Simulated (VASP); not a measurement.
# Al4Ru3 (P1) in VASP: relaxation of cell and atoms with PBE

Aim: the relaxation of cell and atoms of Al4Ru3 with PBE.

Everything below comes from runs of VASP 6.6.1. Logs are shortened: lines on timing, memory, paths and dates and some standing lists are left out, and cuts for length are marked.

**1. The cell of the first run**

The typed cell holds 7 atoms: a = 2.970 Å, b = 5.938 Å, c = 6.086 Å, α = 91.77°, β = 89.81°, γ = 88.66°.

**2. Relaxation of cell and atoms, PBE**

Input file INCAR:

```
PREC = Accurate
ENCUT = 600
EDIFF = 1E-6
ISMEAR = 0
SIGMA = 0.2
LREAL = False
LASPH = True
NELM = 100
ALGO = Fast
ISIF = 3
LWAVE = False
LCHARG = False
GGA = PE
IBRION = 2
NSW = 80
EDIFFG = -0.025
```

Input file KPOINTS:

```
regular mesh
0
Gamma
  8 4 4
```

Input file POSCAR:

```
Al4Ru3
1.0
    0.0346343881      0.0052093593      2.9697536043
    5.9370346065     -0.0930011073      0.0697464150
   -0.0930011073      6.0850854046      0.0104905603
Al Ru
4 3
Direct
    0.5028118282      0.2460541731      0.2739646364
    0.5895127365      0.7555492432      0.7237933748
    0.3865219303      0.7527989922      0.2290119399
    0.5961776295      0.2494518297      0.7505411016
   -0.0294325082      0.4880498328      0.0147572665
   -0.0419437766      0.0018349521      0.5143979609
   -0.0036478398      0.5062609770      0.4935337198
```

Potentials or basis: VASP PAW PBE potentials, release 64 (Al, Ru_pv).

On the command line:

```
cat potpaw_PBE.64/Al/POTCAR potpaw_PBE.64/Ru_pv/POTCAR > POTCAR
mpirun -np 1 vasp_std > vasp.out
```

OUTCAR:

```text
PREC = Accurate
   ENCUT = 600
   EDIFF = 1E-6
   ISMEAR = 0
   LREAL = False
   LASPH = True
   NELM = 100
   ISIF = 3
   GGA = PE
   IBRION = 2
   NSW = 80
   EDIFFG = -0.025

 ion  position               nearest neighbor table
   1  0.503  0.246  0.274-   6 2.47   7 2.49   7 2.51   5 2.59   6 2.66   5 2.67   4 2.91   3 2.96
                             3 3.04   4 3.20
   2  0.590  0.756  0.724-   6 2.27   7 2.32   5 2.65   7 2.70   6 2.70   4 2.93   4 3.01   5 3.05
                             3 3.07   3 3.13
   3  0.387  0.753  0.229-   5 2.38   7 2.51   6 2.56   5 2.63   7 2.84   6 2.84   1 2.96   1 3.04
                             2 3.07   2 3.13
   4  0.596  0.249  0.751-   6 2.27   5 2.40   7 2.53   5 2.79   6 2.80   7 2.83   1 2.91   2 2.93
                             2 3.01   1 3.20
   5  0.971  0.488  0.015-   3 2.38   4 2.40   1 2.59   3 2.63   2 2.65   1 2.67   4 2.79   7 2.91
                             2 3.05   7 3.18
   6  0.958  0.002  0.514-   2 2.27   4 2.27   1 2.47   3 2.56   1 2.66   2 2.70   4 2.80   3 2.84
                             7 2.94   7 3.01
   7  0.996  0.506  0.494-   2 2.32   1 2.49   3 2.51   1 2.51   4 2.53   2 2.70   4 2.83   3 2.84
                             5 2.91   6 2.94   6 3.01   5 3.18

  LATTYP: Found a triclinic cell.
 ALAT       =     6.5770825852
 B/A-ratio  =     0.4515619330
 C/A-ratio  =     0.9253046491
 COS(alpha) =     0.0032992566
 COS(beta)  =     0.0294045559
 COS(gamma) =     0.4304562889

  Lattice vectors:

 A1 = (  -5.9024002184,   0.0982104666,   2.9000071893)
 A2 = (   0.0346343881,   0.0052093593,   2.9697536043)
 A3 = (  -0.0930011073,   6.0850854046,   0.0104905603)

Analysis of symmetry for initial positions (statically):
=====================================================================
 Subroutine PRICEL returns:
 Original cell was already a primitive cell.

 Routine SETGRP: Setting up the symmetry group for a
 triclinic supercell.

 Subroutine GETGRP returns: Found  1 space group operations
 (whereof  1 operations were pure point group operations)
 out of a pool of  2 trial point group operations.

The static configuration has the point symmetry C_1 .

Analysis of symmetry for dynamics (positions and initial velocities):
=====================================================================
 Subroutine PRICEL returns:
 Original cell was already a primitive cell.

 Routine SETGRP: Setting up the symmetry group for a
 triclinic supercell.

 Subroutine GETGRP returns: Found  1 space group operations
 (whereof  1 operations were pure point group operations)
 out of a pool of  2 trial point group operations.

The dynamic configuration has the point symmetry C_1 .

 Subroutine INISYM returns: Found  1 space group operations
 (whereof  1 operations are pure point group operations),
 and found     1 'primitive' translations

----------------------------------------------------------------------------------------

                                     Primitive cell

  volume of cell :     107.2486

  direct lattice vectors                    reciprocal lattice vectors
     0.034634388  0.005209359  2.969753604    -0.003966379 -0.000641214  0.336775654
     5.937034607 -0.093001107  0.069746415     0.168497786  0.002578623 -0.001969608
    -0.093001107  6.085085405  0.010490560     0.002578623  0.164376190 -0.000318411

  length of vectors
     2.969960126  5.938172588  6.085805094     0.336799621  0.168529026  0.164396723

  position of ions in fractional coordinates (direct lattice)
     0.502811828  0.246054173  0.273964636
     0.589512736  0.755549243  0.723793375
     0.386521930  0.752798992  0.229011940
     0.596177629  0.249451830  0.750541102
     0.970567492  0.488049833  0.014757266
     0.958056223  0.001834952  0.514397961
     0.996352160  0.506260977  0.493533720

  ion indices of the primitive-cell ions
   primitive index   ion index
                 1           1
                 2           2
                 3           3
                 4           4
                 5           5
                 6           6
                 7           7

----------------------------------------------------------------------------------------

 KPOINTS: regular mesh

Automatic generation of k-mesh.
 Grid dimensions read from file:
 generate k-points for:    8    4    4

 Generating k-lattice:

  Cartesian coordinates                     Fractional coordinates (reciprocal lattice)
    -0.000495797 -0.000080152  0.042096957     0.125000000  0.000000000  0.000000000
     0.042124447  0.000644656 -0.000492402    -0.000000000  0.250000000 -0.000000000
     0.000644656  0.041094048 -0.000079603     0.000000000 -0.000000000  0.250000000

  Length of vectors
     0.042099953  0.042132257  0.041099181

  Shift w.r.t. Gamma in fractional coordinates (k-lattice)
     0.000000000  0.000000000  0.000000000

 Subroutine IBZKPT returns following result:
 ===========================================

 Found     68 irreducible k-points:

 Following reciprocal coordinates:
            Coordinates               Weight
  0.000000  0.000000  0.000000      1.000000
  0.125000  0.000000 -0.000000      2.000000
  0.250000  0.000000 -0.000000      2.000000
  0.375000  0.000000 -0.000000      2.000000
  0.500000  0.000000 -0.000000      1.000000
  0.000000  0.250000  0.000000      2.000000
[... 16 lines left out ...]
  0.500000  0.000000  0.250000      2.000000
 -0.375000  0.000000  0.250000      2.000000
 [... further k-points ...]
   k-points           NKPTS =     68   k-points in BZ     NKDIM =     68   number of bands    NBANDS=     32
   number of dos      NEDOS =    301   number of ions     NIONS =      7
   total plane-waves  NPLWV =  57600
   dimension x,y,z NGX =    24 NGY =   48 NGZ =   50
   dimension x,y,z NGXF=    48 NGYF=   96 NGZF=  100
   ions per type =               4   3
   NGX,Y,Z   is equivalent  to a cutoff of  13.43, 13.44, 13.66 a.u.
   NGXF,Y,Z  is equivalent  to a cutoff of  26.87, 26.88, 27.32 a.u.
 SYSTEM =  unknown system
   PREC   = accura    normal or accurate (medium, high low for compatibility)
   ISTART =      0    job   : 0-new  1-cont  2-samecut
   ICHARG =      2    charge: 1-file 2-atom 10-const
   ISPIN  =      1    spin polarized calculation?
   LNONCOLLINEAR =      F non collinear calculations
   LSORBIT =      F    spin-orbit coupling
   LASPH  =      T    aspherical Exc in radial PAW
   ENCUT  =  600.0 eV  44.10 Ry    6.64 a.u.   5.93 11.86 12.15*2*pi/ulx,y,z
   NELM   =    100;   NELMIN=  2; NELMDL= -5     # of ELM steps
   EDIFF  = 0.1E-05   stopping-criterion for ELM
   LREAL  =      F    real-space projection
   EDIFFG = -.3E-01   stopping-criterion for IOM
   NSW    =     80    number of steps for IOM
   IBRION =      2    ionic relax: 0-MD 1-quasi-New 2-CG
   NFREE  =      1    steps in history (QN), initial steepest desc. (CG)
   ISIF   =      3    stress and relaxation
   ISYM   =      2    0-nonsym 1-usesym 2-fastsym
   POTIM  = 0.5000    time-step for ionic-motion
   TEBEG  =    0.0;   TEEND  =   0.0 temperature during run
   PSTRESS=    0.0 pullay stress
   NELECT =      54.0000    total number of electrons
   NUPDOWN=      -1.0000    fix difference up-down
   EMIN   =  10.00;   EMAX   =-10.00  energy-range for DOS
   EFERMI =   0.00;   METHOD = LEGACY
   ISMEAR =     0;   SIGMA  =   0.20  broadening in eV -4-tet -1-fermi 0-gaus
   EFERMI_NEDOS =   21; number of points for ismear=-14 and -15
   IALGO  =     68    algorithm
   IMIX   =      4    mixing-type and parameters
     AMIX     =   0.40;   BMIX     =  1.00
     AMIX_MAG =   1.60;   BMIX_MAG =  1.00
  volume/ion in A,a.u.               =      15.32       103.39
  Fermi-wavevector in a.u.,A,eV,Ry     =   1.302394  2.461167 23.078595  1.696229
  Thomas-Fermi vector in A             =   2.433464
   LORBIT       =      0    0 simple, 1 ext, 2 COOP (PROOUT), +10 PAW based schemes
   GGA     = PE    functional components
   LHFCALC =     F    Hartree Fock is set to
   AEXX    =    0.0000 exact exchange contribution
   IVDW    =     0    specifies the selected vdW correction
   LEPSILON=     F    determine dielectric tensor
   LRPA    =     F    only Hartree local field effects (RPA)
 conjugate gradient relaxation of ions
 non-spin polarized calculation
 RMM-DIIS sequential band-by-band and
 Gauss-broadening in eV      SIGMA  =   0.20
  energy-cutoff  :      600.00
  volume of cell :      107.25
 maximum number of plane-waves:      3614
   NGX = 11   NGY = 23   NGZ = 25

--------------------------------------- Ionic step        1  -------------------------------------------

 number of electron      53.9999997 magnetization

 Free energy of the ion-electron system (eV)
  ---------------------------------------------------
  ext. energy  EPLUGINS =         0.00000000
  ---------------------------------------------------
  free energy    TOTEN  =       -45.22776545 eV

  energy without entropy =      -45.14648456  energy(sigma->0) =      -45.18712501

------------------------ aborting loop because EDIFF is reached ----------------------------------------

  FORCE on cell =-STRESS in cart. coord.  units (eV):
  Direction    XX          YY          ZZ          XY          YZ          ZX
  --------------------------------------------------------------------------------------
  -------------------------------------------------------------------------------------
  Total        5.4731214      2.4840631      1.4444474      3.4921423     -4.1023676      0.3160534
  in kB       81.7624847     37.1092022     21.5784741     52.1688101    -61.2849134      4.7214946
  external PRESSURE =      46.8167203 kB  Pullay stress =       0.0000000 kB
[... 104 lines left out ...]
  FREE ENERGIE OF THE ION-ELECTRON SYSTEM (eV)
  ---------------------------------------------------
  free  energy   TOTEN  =       -46.0671073081 eV

  energy  without entropy=      -45.9779088987  energy(sigma->0) =      -46.02250810

[... ionic steps 4 to 15 ...]

--------------------------------------- Ionic step       16  -------------------------------------------

 number of electron      53.9999993 magnetization

------------------------ aborting loop because EDIFF is reached ----------------------------------------

  FORCE on cell =-STRESS in cart. coord.  units (eV):
  Direction    XX          YY          ZZ          XY          YZ          ZX
  --------------------------------------------------------------------------------------
  -------------------------------------------------------------------------------------
  Total        0.1607736      0.2222358      0.2008460     -0.0028682     -0.0078856      0.0158202
  in kB        2.4294142      3.3581569      3.0349394     -0.0433408     -0.1191574      0.2390555
  external PRESSURE =       2.9408368 kB  Pullay stress =       0.0000000 kB
[... 67 lines left out ...]
  energy  without entropy=      -46.6829582923  energy(sigma->0) =      -46.72129708

--------------------------------------- Ionic step       18  -------------------------------------------

 number of electron      53.9999993 magnetization

 Free energy of the ion-electron system (eV)
  ---------------------------------------------------
  ext. energy  EPLUGINS =         0.00000000
  ---------------------------------------------------
  free energy    TOTEN  =       -46.75982274 eV

  energy without entropy =      -46.68308916  energy(sigma->0) =      -46.72145595

 E-fermi :   8.9861     XC(G=0): -11.5630

 val. band max:        8.9657118913   @ k =   0.1250   0.5000  -0.0000
 cond. band min:       8.9906550208   @ k =   0.1250   0.0000   0.5000
 fundamental gap:      0.0249431295
 Fermi energy:         8.9860816337

 k-point     1 :       0.0000    0.0000    0.0000
  band No.  band energies     occupation
      1     -32.9523      2.00000
      2     -32.9519      2.00000
      3     -32.8113      2.00000
      4     -32.8101      2.00000
      5     -32.7897      2.00000
      6     -32.7897      2.00000
[... 829 lines left out ...]
     31      11.4808      0.00000
     32      11.5092      0.00000

 [... further k-points ...]

------------------------ aborting loop because EDIFF is reached ----------------------------------------

  FORCE on cell =-STRESS in cart. coord.  units (eV):
  Direction    XX          YY          ZZ          XY          YZ          ZX
  --------------------------------------------------------------------------------------
  -------------------------------------------------------------------------------------
  Total        0.0009232      0.0292281      0.0185759      0.0182369     -0.0042943      0.0026069
  in kB        0.0139288      0.4410036      0.2802796      0.2751642     -0.0647942      0.0393343
  external PRESSURE =       0.2450707 kB  Pullay stress =       0.0000000 kB
[... 22 lines left out ...]
  FREE ENERGIE OF THE ION-ELECTRON SYSTEM (eV)
  ---------------------------------------------------
  free  energy   TOTEN  =       -46.7598227378 eV

  energy  without entropy=      -46.6830891608  energy(sigma->0) =      -46.72145595

 reached required accuracy - stopping structural energy minimisation
```

Run time: 38 min. Hardware: 1 thread of AMD EPYC 9R45 (Zen 5), shared host; peak memory 0.37 GiB.

Results:

```
Free energy                           : -46.7598 eV
Relaxed volume                        : 15.17 Å³/atom
Relaxed cell                          : a = 2.965 Å, b = 5.985 Å, c = 5.983 Å, α = 89.99°, β = 89.99°, γ = 90.00°
Space group after relaxing (to 0.1 Å) : P4/mmm (No. 123)
Energy gained by relaxing             : 218.9 meV/atom
Ionic steps                           : 18
Pressure after relaxing               : 0.0 GPa
Largest force after relaxing          : 0.016 eV/Å
Band gap on the k mesh                : zero (bands 27 and 28 overlap by 2.24 eV)
```

Forces in eV/Å, atoms in the order of the input:
```
Al  -0.004 -0.012  0.003
Al   0.009  0.008  0.005
Al  -0.008  0.014  0.000
Al  -0.001 -0.003  0.004
Ru   0.003 -0.003 -0.008
Ru   0.009  0.000 -0.003
Ru  -0.007 -0.004 -0.001
```

Step by step:
```tsv
step	energy change (eV)	largest force (eV/Å)	pressure (GPa)	volume (Å³)
1	0.0000	3.4571	4.68	107.25
2	-0.8047	1.1752	-9.19	114.17
3	-0.8393	1.2170	-7.32	112.74
4	-1.1570	1.0135	5.28	103.79
5	-1.1721	1.0264	2.74	105.24
6	-1.3855	0.8244	1.54	105.49
7	-1.4510	0.7417	1.02	105.69
8	-1.5035	0.3917	-1.80	107.34
9	-1.5044	0.3680	-2.21	107.58
10	-1.5209	0.2301	1.41	105.38
11	-1.5253	0.1422	0.26	106.06
12	-1.5300	0.0703	0.06	106.15
13	-1.5305	0.0715	0.04	106.19
14	-1.5314	0.0404	-0.08	106.26
15	-1.5316	0.0464	-0.19	106.31
16	-1.5318	0.0287	0.29	106.03
17	-1.5319	0.0306	0.11	106.14
18	-1.5321	0.0159	0.02	106.19
```

Final structure:
```
Al Ru
1.0
    -0.00033    0.00195    2.96540
     5.98480   -0.00174    0.00051
     0.00300    5.98325   -0.00323
Al Ru
4 3
Direct
  0.49993 0.25331 0.25367
  0.49979 0.74651 0.74669
  0.50011 0.74716 0.25266
  0.49987 0.25314 0.74685
  0.00026 0.49979 0.00010
  0.00001 0.99986 0.50007
  0.00003 0.50023 0.49996
```

The gap in the log of VASP goes by the Fermi energy; the results here count the filled bands.